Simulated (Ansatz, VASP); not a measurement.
## One calculation of PbS, two programs

INCAR

```
PREC = Accurate
ENCUT = 520
EDIFF = 1E-6
ISMEAR = -1
SIGMA = 0.05
LREAL = False
LASPH = True
NELM = 100
ALGO = Normal
ISIF = 2
LWAVE = False
LCHARG = False
GGA = PS
NBANDS = 17
```

File KPOINTS:

```
Automatic mesh
0
Gamma
  12 12 12
```

POSCAR

```
PbS
1.0
    0.0000000000      2.9321558810      2.9321558810
    2.9321558810      0.0000000000      2.9321558810
    2.9321558810      2.9321558810      0.0000000000
Pb S
1 1
Direct
    0.0000000000      0.0000000000      0.0000000000
    0.2500000000      0.2500000000      0.2500000000
```

Input for Ansatz:

```yaml
crystal:
  lattice:
    - [0.0, 2.932155881, 2.932155881]
    - [2.932155881, 0.0, 2.932155881]
    - [2.932155881, 2.932155881, 0.0]
  atoms:
    - { symbol: Pb, position: [0.0, 0.0, 0.0] }
    - { symbol: S, position: [0.25, 0.25, 0.25] }
kpoints:
  mp_grid: { grid: [12, 12, 12] }
scf:
  occupations: { method: fermi_dirac, width: 0.05 }
hamiltonian:
  xc: pbesol
  pseudopotentials: { kind: all_electron, lapw: { basis_error: 0.001 } }
output:
  forces: true
  stress: true
  eigenvalues: true
  populations: true
```

Change from the starting cell: volume scaled by 0.72, LAPW.

Alike in both runs: task single point; functional PBEsol; k mesh 12 × 12 × 12; occupations fermi-dirac, width 0.05 eV; no spin polarisation.

```csv
,VASP,Ansatz
version,VASP 6.6.1,Ansatz 0.2.0
potentials or method,"VASP PAW PBE potentials, release 64 (Pb_d, S), cutoff 520 eV","all-electron LAPW, scalar-relativistic"
```

```csv
,VASP,Ansatz,Ansatz less VASP
pressure (GPa),23.8,23.9,+0.03
```

VASP's potentials were made for PBE, not for PBEsol. Ansatz ran all-electron here, and VASP with PAW potentials.

Spin-orbit coupling is off throughout.
